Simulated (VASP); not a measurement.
Here is a VASP 6.6.1 calculation.

INCAR

```
PREC     = Accurate       # precision mode
ENCUT    = 520            # plane-wave cutoff, eV
EDIFF    = 1E-8           # SCF threshold, eV
ISMEAR   = -1             # smearing method
SIGMA    = 0.02           # smearing width, eV
LREAL    = F              # projectors in reciprocal space
LASPH    = T              # aspherical terms in the spheres
NELM     = 80             # most SCF steps
ALGO     = Normal         # electronic algorithm
ISIF     = 2              # what is computed and relaxed
LWAVE    = F              # write WAVECAR
LCHARG   = F              # write CHGCAR
GGA      = PE             # functional
LEFG     = T            
NBANDS   = 36             # bands
```

The input KPOINTS:

```
regular mesh
0
Gamma
  10 10 2
```

File POSCAR:

```
SiC
1.0
    1.5591510065     -2.7026027097      0.0000000000
    1.5591510065      2.7026027097      0.0000000000
    0.0000000000      0.0000000000     15.3208951886
Si C
6 6
Direct
    0.1666620609      0.8333379391      0.8577214520
    0.8333379391      0.1666620609      0.3577214520
    0.5001149274      0.4998850726      0.5245066742
    0.4998850726      0.5001149274      0.0245066742
    0.8334420063      0.1665579937      0.6912249934
    0.1665579937      0.8334420063      0.1912249934
    0.5001800044      0.4998199956      0.6498136388
    0.4998199956      0.5001800044      0.1498136388
    0.1666200921      0.8333799079      0.9826819951
    0.8333799079      0.1666200921      0.4826819951
    0.8333969726      0.1666030274      0.8161912464
    0.1666030274      0.8333969726      0.3161912464
```

Potentials or basis: VASP PAW PBE potentials, release 64 (Si, C).

Launch:

```bash
$ cat potpaw_PBE.64/Si/POTCAR potpaw_PBE.64/C/POTCAR > POTCAR
$ mpirun -np 1 vasp_std > vasp.out
```

(1) What does it give for the pressure?

(2) Predict the band gap on the k mesh.

(3) Predict the largest force.

Results:

(1) -5.0 GPa.

(2) 2.03 eV (least direct gap 3.12 eV).

(3) 0.014 eV/Å.

Caveat: the cell stands under tension; without QUAD_EFG the Cq values of the log hold for a quadrupole moment of 1 mb, not for the nuclei.
